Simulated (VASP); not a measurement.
# Ga2BAs3: relaxation of cell and atoms with PBE

Crystal: Ga2BAs3.

```
Ga B As
1.0
    -1.87000    1.87000    7.93500
     1.87000   -1.87000    7.93500
     1.87000    1.87000   -7.93500
Ga B As
2 1 3
Cartesian
  0.0000 0.0000 10.5805
  0.0000 0.0000 5.2895
  0.0000 0.0000 0.0000
  0.0000 1.8700 3.9675
  1.8700 0.0000 6.6130
  1.8700 0.0000 1.3220
```

| Item | Value |
| --- | --- |
| Program | VASP 6.6.1 |
| Task | relaxation of cell and atoms |
| Functional | PBE |
| Potentials or basis | VASP PAW PBE potentials, release 64 (Ga_d, B, As) |
| Cutoff | 600 eV |
| k mesh | 6 × 6 × 6 |
| Occupations | gaussian, width 0.2 eV |
| Spin | no spin polarisation |
| Dipole correction | no |
| Further INCAR settings | ALGO = Normal; EDIFF = 1e-06; IBRION = 2; EDIFFG = -0.08; NSW = 36; ISIF = 3 |

```yaml
Relaxed_volume: 20.20 Å³/atom
Relaxed_cell: a = 8.728 Å, b = 8.728 Å, c = 8.728 Å, α = 154.71°, β = 154.71°, γ = 36.07°
Space_group_after_relaxing_to_0.1_Å: I-4m2 (No. 119)
Energy_gained_by_relaxing: 199.6 meV/atom
Ionic_steps: 6
Pressure_after_relaxing: -0.1 GPa
Largest_force_after_relaxing: 0.035 eV/Å
Band_gap_on_the_k_mesh: 0.45 eV
```

Forces in eV/Å, atoms in the order of the input:
```
Ga   0.000  0.000  0.035
Ga   0.000  0.000 -0.035
B    0.000  0.000  0.000
As   0.000  0.000  0.000
As   0.000  0.000 -0.004
As   0.000  0.000  0.004
```

Stress tensor (GPa, compression positive):
```
-0.18  0.00  0.00
 0.00 -0.18  0.00
 0.00  0.00  0.20
```

Step by step:
```
step  energy change (eV)  largest force (eV/Å)  pressure (GPa)  volume (Å³)
   1              0.0000                3.5674           11.35       110.99
   2             -0.8218                0.9310           -5.46       133.41
   3             -0.9220                0.9538           -2.52       127.02
   4             -1.1099                0.6411           -1.19       123.68
   5             -1.1802                0.4245            0.56       120.30
   6             -1.1976                0.0348           -0.06       121.23
```

Final structure:
```cif
data_structure
_symmetry_space_group_name_H-M 'P 1'
_symmetry_Int_Tables_number 1
_cell_length_a 8.7283
_cell_length_b 8.7283
_cell_length_c 8.7283
_cell_angle_alpha 154.707
_cell_angle_beta 154.707
_cell_angle_gamma 36.073
_cell_volume 121.23
loop_
_atom_site_label
_atom_site_type_symbol
_atom_site_fract_x
_atom_site_fract_y
_atom_site_fract_z
_atom_site_occupancy
Ga1 Ga 0.65948 0.65948 0.00000 1
Ga2 Ga 0.34052 0.34052 0.00000 1
B1 B 0.00000 0.00000 0.00000 1
As1 As 0.75000 0.25000 0.50000 1
As2 As 0.43203 0.93203 0.50000 1
As3 As 0.06797 0.56797 0.50000 1
```

Levels at points of the mesh, in eV from the valence-band top:
```
           k point  band 18  band 19  band 20  band 21  band 22  band 23  band 24  band 25  band 26
(0.00, 0.00, 0.00)    -1.98    -1.98    -0.39     0.00     0.00     0.45     0.65     1.43     2.56
(0.50, 0.00, 0.00)    -3.13    -2.72    -1.57    -1.04    -0.88     0.61     1.83     2.83     3.89
(0.50, 0.50, 0.00)    -3.95    -3.83    -3.80    -3.16    -3.09     1.17     1.20     2.87     3.00
(0.50, 0.50, 0.50)    -2.98    -1.43    -1.43    -0.77    -0.77     0.62     1.00     2.28     2.66
```

Wall time 44 min on 1 thread of Intel(R) Xeon(R) Platinum 8375C CPU @ 2.90GHz (Ice Lake) (shared host), peak memory 0.81 GiB.

Caveat: semilocal functionals underestimate gaps, and a narrow one can read as zero; the relaxation stopped at a loose force limit of 0.08 eV/Å, so its end isn't a converged minimum. A k mesh can miss the band edges.
